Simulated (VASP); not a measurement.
# TaTi3 (Fm-3m) in VASP: notebook

Runs on TaTi3. Level: LDA. Tasks: single point, relaxation of cell and atoms.

Everything below comes from runs of VASP 6.6.1. Logs are shortened: lines on timing, memory, paths and dates and some standing lists are left out, and cuts for length are marked.

**1. The cell of the first run**

The structure is cubic, space group Fm-3m (No. 225). The conventional cell has a = 6.364 Å, b = 6.364 Å, c = 6.364 Å, α = 90.00°, β = 90.00°, γ = 90.00°. Within 3.6 Å of Ta (site symmetry m-3m) lie 14 Ti at 2.76 to 3.18 Å. Ti (site symmetry m-3m) has 8 Ti at 2.76 Å and 6 Ta at 3.18 Å within 3.6 Å. Within 3.6 Å of Ti (site symmetry -43m) lie 4 Ta at 2.76 Å and 10 Ti at 2.76 to 3.18 Å.

**2. Single point, LDA**

Contents of INCAR:

```
PREC = Accurate
ENCUT = 500
EDIFF = 1E-6
ISMEAR = -1
SIGMA = 0.05
LREAL = F
LASPH = T
NELM = 120
ALGO = Normal
ISIF = 2
LWAVE = F
LCHARG = T
GGA = CA
LELF = T
LVHAR = T
NBANDS = 32
GGA_COMPAT = F
```

Contents of KPOINTS:

```
Automatic mesh
0
Gamma
  7 7 7
```

Contents of POSCAR:

```
TaTi3
1.0
    0.0000000000      3.1822485536      3.1822485536
    3.1822485536      0.0000000000      3.1822485536
    3.1822485536      3.1822485536      0.0000000000
Ta Ti
1 3
Direct
    0.0000000000      0.0000000000      0.0000000000
    0.5000000000      0.5000000000      0.5000000000
    0.2500000000      0.2500000000      0.2500000000
    0.7500000000      0.7500000000      0.7500000000
```

Potentials or basis: VASP PAW LDA potentials, release 64 (Ta_pv, Ti_sv).

Command:

```sh
> cat potpaw_LDA.64/Ta_pv/POTCAR potpaw_LDA.64/Ti_sv/POTCAR > POTCAR
> mpirun -np 1 vasp_std > vasp.out
```

OUTCAR:

```text
PREC = Accurate
   ENCUT = 500
   EDIFF = 1E-6
   ISMEAR = -1
   LREAL = F
   LASPH = T
   NELM = 120
   ISIF = 2
   GGA = CA

 ion  position               nearest neighbor table
   1  0.000  0.000  0.000-   4 2.76   4 2.76   4 2.76   3 2.76   4 2.76   3 2.76   3 2.76   3 2.76
                             2 3.18   2 3.18   2 3.18   2 3.18   2 3.18   2 3.18
   2  0.500  0.500  0.500-   3 2.76   3 2.76   3 2.76   3 2.76   4 2.76   4 2.76   4 2.76   4 2.76
                             1 3.18   1 3.18   1 3.18   1 3.18   1 3.18   1 3.18
   3  0.250  0.250  0.250-   1 2.76   1 2.76   1 2.76   1 2.76   2 2.76   2 2.76   2 2.76   2 2.76

   4  0.750  0.750  0.750-   2 2.76   2 2.76   2 2.76   1 2.76   2 2.76   1 2.76   1 2.76   1 2.76

  LATTYP: Found a face centered cubic cell.
 ALAT       =     6.3644971072

  Lattice vectors:

 A1 = (   0.0000000000,   3.1822485536,   3.1822485536)
 A2 = (   3.1822485536,   0.0000000000,   3.1822485536)
 A3 = (   3.1822485536,   3.1822485536,   0.0000000000)

Analysis of symmetry for initial positions (statically):
=====================================================================
 Subroutine PRICEL returns:
 Original cell was already a primitive cell.

 Routine SETGRP: Setting up the symmetry group for a
 face centered cubic supercell.

 Subroutine GETGRP returns: Found 48 space group operations
 (whereof 48 operations were pure point group operations)
 out of a pool of 48 trial point group operations.

The static configuration has the point symmetry O_h .

Analysis of symmetry for dynamics (positions and initial velocities):
=====================================================================
 Subroutine PRICEL returns:
 Original cell was already a primitive cell.

 Routine SETGRP: Setting up the symmetry group for a
 face centered cubic supercell.

 Subroutine GETGRP returns: Found 48 space group operations
 (whereof 48 operations were pure point group operations)
 out of a pool of 48 trial point group operations.

The dynamic configuration has the point symmetry O_h .

 Subroutine INISYM returns: Found 48 space group operations
 (whereof 48 operations are pure point group operations),
 and found     1 'primitive' translations

----------------------------------------------------------------------------------------

                                     Primitive cell

  volume of cell :      64.4514

  direct lattice vectors                    reciprocal lattice vectors
     0.000000000  3.182248554  3.182248554    -0.157121605  0.157121605  0.157121605
     3.182248554  0.000000000  3.182248554     0.157121605 -0.157121605  0.157121605
     3.182248554  3.182248554  0.000000000     0.157121605  0.157121605 -0.157121605

  length of vectors
     4.500379063  4.500379063  4.500379063     0.272142603  0.272142603  0.272142603

  position of ions in fractional coordinates (direct lattice)
     0.000000000  0.000000000  0.000000000
     0.500000000  0.500000000  0.500000000
     0.250000000  0.250000000  0.250000000
     0.750000000  0.750000000  0.750000000

  ion indices of the primitive-cell ions
   primitive index   ion index
                 1           1
                 2           2
                 3           3
                 4           4

----------------------------------------------------------------------------------------

 KPOINTS: Automatic mesh

Automatic generation of k-mesh.
 Grid dimensions read from file:
 generate k-points for:    7    7    7

 Generating k-lattice:

  Cartesian coordinates                     Fractional coordinates (reciprocal lattice)
    -0.022445944  0.022445944  0.022445944     0.142857143  0.000000000  0.000000000
     0.022445944 -0.022445944  0.022445944     0.000000000  0.142857143  0.000000000
     0.022445944  0.022445944 -0.022445944     0.000000000  0.000000000  0.142857143

  Length of vectors
     0.038877515  0.038877515  0.038877515

  Shift w.r.t. Gamma in fractional coordinates (k-lattice)
     0.000000000  0.000000000  0.000000000

 Subroutine IBZKPT returns following result:
 ===========================================

 Found     20 irreducible k-points:

 Following reciprocal coordinates:
            Coordinates               Weight
  0.000000  0.000000  0.000000      1.000000
  0.142857  0.000000  0.000000      8.000000
  0.285714  0.000000  0.000000      8.000000
  0.428571  0.000000  0.000000      8.000000
  0.142857  0.142857  0.000000      6.000000
  0.285714  0.142857  0.000000     24.000000
[... 12 lines left out ...]
 -0.428571  0.428571  0.142857     24.000000
 -0.285714  0.428571  0.142857     24.000000
   k-points           NKPTS =     20   k-points in BZ     NKDIM =     20   number of bands    NBANDS=     32
   number of dos      NEDOS =    301   number of ions     NIONS =      4
   total plane-waves  NPLWV =  46656
   dimension x,y,z NGX =    36 NGY =   36 NGZ =   36
   dimension x,y,z NGXF=    72 NGYF=   72 NGZF=   72
   ions per type =               1   3
   NGX,Y,Z   is equivalent  to a cutoff of  13.30, 13.30, 13.30 a.u.
   NGXF,Y,Z  is equivalent  to a cutoff of  26.60, 26.60, 26.60 a.u.
 SYSTEM =  unknown system
   PREC   = accura    normal or accurate (medium, high low for compatibility)
   ISTART =      0    job   : 0-new  1-cont  2-samecut
   ICHARG =      2    charge: 1-file 2-atom 10-const
   ISPIN  =      1    spin polarized calculation?
   LNONCOLLINEAR =      F non collinear calculations
   LSORBIT =      F    spin-orbit coupling
   LASPH  =      T    aspherical Exc in radial PAW
   ENCUT  =  500.0 eV  36.75 Ry    6.06 a.u.   8.21  8.21  8.21*2*pi/ulx,y,z
   NELM   =    120;   NELMIN=  2; NELMDL= -5     # of ELM steps
   EDIFF  = 0.1E-05   stopping-criterion for ELM
   LREAL  =      F    real-space projection
   EDIFFG = 0.1E-04   stopping-criterion for IOM
   NSW    =      0    number of steps for IOM
   IBRION =     -1    ionic relax: 0-MD 1-quasi-New 2-CG
   NFREE  =      0    steps in history (QN), initial steepest desc. (CG)
   ISIF   =      2    stress and relaxation
   ISYM   =      2    0-nonsym 1-usesym 2-fastsym
   POTIM  = 0.5000    time-step for ionic-motion
   TEBEG  =    0.0;   TEEND  =   0.0 temperature during run
   PSTRESS=    0.0 pullay stress
   NELECT =      47.0000    total number of electrons
   NUPDOWN=      -1.0000    fix difference up-down
   EMIN   =  10.00;   EMAX   =-10.00  energy-range for DOS
   EFERMI =   0.00;   METHOD = LEGACY
   ISMEAR =    -1;   SIGMA  =   0.05  broadening in eV -4-tet -1-fermi 0-gaus
   EFERMI_NEDOS =   21; number of points for ismear=-14 and -15
   IALGO  =     38    algorithm
   IMIX   =      4    mixing-type and parameters
     AMIX     =   0.40;   BMIX     =  1.00
     AMIX_MAG =   1.60;   BMIX_MAG =  1.00
  volume/ion in A,a.u.               =      16.11       108.73
  Fermi-wavevector in a.u.,A,eV,Ry     =   1.473545  2.784596 29.542798  2.171334
  Thomas-Fermi vector in A             =   2.588425
   LORBIT       =      0    0 simple, 1 ext, 2 COOP (PROOUT), +10 PAW based schemes
   GGA     = CA    functional components
   LHFCALC =     F    Hartree Fock is set to
   AEXX    =    0.0000 exact exchange contribution
   IVDW    =     0    specifies the selected vdW correction
   LEPSILON=     F    determine dielectric tensor
   LRPA    =     F    only Hartree local field effects (RPA)
 non-spin polarized calculation
  energy-cutoff  :      500.00
  volume of cell :       64.45
 maximum number of plane-waves:      1652
 NGX is ok and might be reduce to    36
   NGX = 17   NGY = 17   NGZ = 17

 number of electron      47.0000009 magnetization

 Free energy of the ion-electron system (eV)
  ---------------------------------------------------
  ext. energy  EPLUGINS =         0.00000000
  ---------------------------------------------------
  free energy    TOTEN  =       -38.20639646 eV

  energy without entropy =      -38.13157272  energy(sigma->0) =      -38.16898459

 E-fermi :   8.0826     XC(G=0): -12.4680

 val. band max:        8.0748217030   @ k =  -0.4286   0.1429   0.0000
 cond. band min:       8.0865740144   @ k =  -0.4286   0.4286   0.1429
 fundamental gap:      0.0117523114
 Fermi energy:         8.0826406831

 k-point     1 :       0.0000    0.0000    0.0000
  band No.  band energies     occupation
      1     -47.6026      2.00000
      2     -47.3000      2.00000
      3     -47.2963      2.00000
      4     -25.3262      2.00000
      5     -25.3262      2.00000
      6     -25.3262      2.00000
[... 24 lines left out ...]
     31      11.5625      0.00000
     32      12.5943      0.00000

 k-point     2 :       0.1429    0.0000    0.0000
  band No.  band energies     occupation
      1     -47.5965      2.00000
      2     -47.3024      2.00000
      3     -47.3003      2.00000
      4     -25.3325      2.00000
      5     -25.3325      2.00000
      6     -25.3311      2.00000
[... 24 lines left out ...]
     31      11.5300      0.00000
     32      11.8298      0.00000

 k-point     3 :       0.2857    0.0000    0.0000
  band No.  band energies     occupation
      1     -47.5819      2.00000
      2     -47.3121      2.00000
      3     -47.3062      2.00000
      4     -25.3463      2.00000
      5     -25.3463      2.00000
      6     -25.3363      2.00000
[... 24 lines left out ...]
     31      11.4339      0.00000
     32      11.4339      0.00000

 k-point     4 :       0.4286    0.0000    0.0000
  band No.  band energies     occupation
      1     -47.5691      2.00000
      2     -47.3218      2.00000
      3     -47.3099      2.00000
      4     -25.3569      2.00000
      5     -25.3569      2.00000
      6     -25.3291      2.00000
[... 24 lines left out ...]
     31      11.3508      0.00000
     32      11.4031      0.00000

 k-point     5 :       0.1429    0.1429    0.0000
  band No.  band energies     occupation
      1     -47.5944      2.00000
      2     -47.3029      2.00000
      3     -47.3020      2.00000
      4     -25.3445      2.00000
      5     -25.3445      2.00000
      6     -25.3153      2.00000
[... 444 lines left out ...]
     31      11.1100      0.00000
     32      11.1773      0.00000

 k-point    18 :      -0.4286    0.2857    0.1429
  band No.  band energies     occupation
      1     -47.5608      2.00000
      2     -47.3228      2.00000
      3     -47.3176      2.00000
      4     -25.3856      2.00000
      5     -25.3670      2.00000
      6     -25.3370      2.00000
[... 24 lines left out ...]
     31      10.8871      0.00000
     32      11.3879      0.00000

 k-point    19 :      -0.4286    0.4286    0.1429
  band No.  band energies     occupation
      1     -47.5563      2.00000
      2     -47.3274      2.00000
      3     -47.3178      2.00000
      4     -25.4091      2.00000
      5     -25.4006      2.00000
      6     -25.3116      2.00000
[... 24 lines left out ...]
     31      10.9465      0.00000
     32      11.1771      0.00000

 k-point    20 :      -0.2857    0.4286    0.1429
  band No.  band energies     occupation
      1     -47.5551      2.00000
      2     -47.3248      2.00000
      3     -47.3216      2.00000
      4     -25.4002      2.00000
      5     -25.3695      2.00000
      6     -25.3429      2.00000
[... 24 lines left out ...]
     31      10.8309      0.00000
     32      11.7101      0.00000

------------------------ aborting loop because EDIFF is reached ----------------------------------------

  FORCE on cell =-STRESS in cart. coord.  units (eV):
  Direction    XX          YY          ZZ          XY          YZ          ZX
  --------------------------------------------------------------------------------------
  -------------------------------------------------------------------------------------
  Total        0.0041990      0.0041990      0.0041990      0.0000000      0.0000000      0.0000000
  in kB        0.1043825      0.1043825      0.1043825      0.0000000      0.0000000      0.0000000
  external PRESSURE =       0.1043825 kB  Pullay stress =       0.0000000 kB

 VOLUME and BASIS-vectors are now :
 -----------------------------------------------------------------------------
  energy-cutoff  :      500.00
  volume of cell :       64.45
      direct lattice vectors                 reciprocal lattice vectors
     0.000000000  3.182248554  3.182248554    -0.157121605  0.157121605  0.157121605
     3.182248554  0.000000000  3.182248554     0.157121605 -0.157121605  0.157121605
     3.182248554  3.182248554  0.000000000     0.157121605  0.157121605 -0.157121605

 POSITION                                       TOTAL-FORCE (eV/Angst)
 -----------------------------------------------------------------------------------
      0.00000      0.00000      0.00000         0.000000      0.000000      0.000000
      3.18225      3.18225      3.18225         0.000000      0.000000      0.000000
      1.59112      1.59112      1.59112         0.000000     -0.000000      0.000000
      4.77337      4.77337      4.77337        -0.000000     -0.000000     -0.000000
 -----------------------------------------------------------------------------------
    total drift:                                0.000000      0.000000      0.000000

  FREE ENERGIE OF THE ION-ELECTRON SYSTEM (eV)
  ---------------------------------------------------
  free  energy   TOTEN  =       -38.2063964619 eV

  energy  without entropy=      -38.1315727155  energy(sigma->0) =      -38.16898459
```

It took 2.4 min on 1 thread of AMD EPYC 7R13, shared host; peak memory 0.16 GiB.

What came out:

```yaml
Free_energy: -38.2064 eV
Pressure: 0.0 GPa
Band_gap_on_the_k_mesh: zero (an odd number of electrons rules out a gap without spin polarisation)
```

Caveat: spin-orbit coupling is left out, which moves the levels of the heavy elements.

**3. Relaxation of cell and atoms, LDA**

This run uses another cell than the first one, of 17.40 Å³/atom.

Contents of INCAR:

```
SYSTEM = TaTi3
ALGO = Normal ; EDIFF = 1E-7
EDIFFG = -0.02 ; ENCUT = 500
GGA = CA ; GGA_COMPAT = .False.
IBRION = 2 ; ISIF = 3
ISMEAR = -1 ; LASPH = .True.
LCHARG = .False. ; LREAL = .False.
LWAVE = .False. ; NELM = 120
NELMIN = 4 ; NSW = 80
PREC = Accurate ; SIGMA = 0.05
```

Contents of KPOINTS:

```
k-points
0
Gamma
  7 7 7
  0 0 0
```

Contents of POSCAR:

```
TaTi3
1.0
    0.0000000000      3.2650000000      3.2650000000
    3.2650000000      0.0000000000      3.2650000000
    3.2650000000      3.2650000000      0.0000000000
Ta Ti
1 3
Direct
    0.0000000000      0.0000000000      0.0000000000
    0.5000000000      0.5000000000      0.5000000000
    0.2500000000      0.2500000000      0.2500000000
    0.7500000000      0.7500000000      0.7500000000
```

Potentials or basis: VASP PAW LDA potentials, release 64 (Ta_pv, Ti_sv).

Command:

```sh
> cat potpaw_LDA.64/Ta_pv/POTCAR potpaw_LDA.64/Ti_sv/POTCAR > POTCAR
> mpirun -np 1 vasp_std > vasp.out
```

Run time: 6.3 min. Hardware: 1 thread of AMD EPYC 7R13, shared host; peak memory 0.17 GiB.

It converged, with:

| Item | Value |
| --- | --- |
| Free energy | -38.2085 eV |
| Relaxed volume | 16.14 Å³/atom |
| Relaxed cell | a = 4.503 Å, b = 4.503 Å, c = 4.503 Å, α = 60.00°, β = 60.00°, γ = 60.00° |
| Space group after relaxing (to 0.1 Å) | Fm-3m (No. 225) |
| Energy gained by relaxing | 40.1 meV/atom |
| Ionic steps | 3 |
| Pressure after relaxing | -0.2 GPa |
| Band gap on the k mesh | zero (an odd number of electrons rules out a gap without spin polarisation) |

Step by step:
| step | energy change (eV) | largest force (eV/Å) | pressure (GPa) | volume (Å³) |
| --- | --- | --- | --- | --- |
| 1 | 0.0000 | 0.0000 | -9.48 | 69.61 |
| 2 | 0.0092 | 0.0000 | 12.12 | 59.75 |
| 3 | -0.1603 | 0.0000 | -0.15 | 64.54 |

Final structure:
```
Ta Ti
1.0
     0.00000    3.18378    3.18378
     3.18378    0.00000    3.18378
     3.18378    3.18378    0.00000
Ta Ti
1 3
Direct
  0.00000 0.00000 0.00000
  0.50000 0.50000 0.50000
  0.25000 0.25000 0.25000
  0.75000 0.75000 0.75000
```

Levels at points of the mesh, in eV from the Fermi level:
```tsv
k point	band 22	band 23	band 24	band 25	band 26	band 27
(0.00, 0.00, 0.00)	-0.49	-0.49	-0.49	0.95	0.95	0.95
```

Caveat: spin-orbit coupling is left out, which moves the levels of the heavy elements.
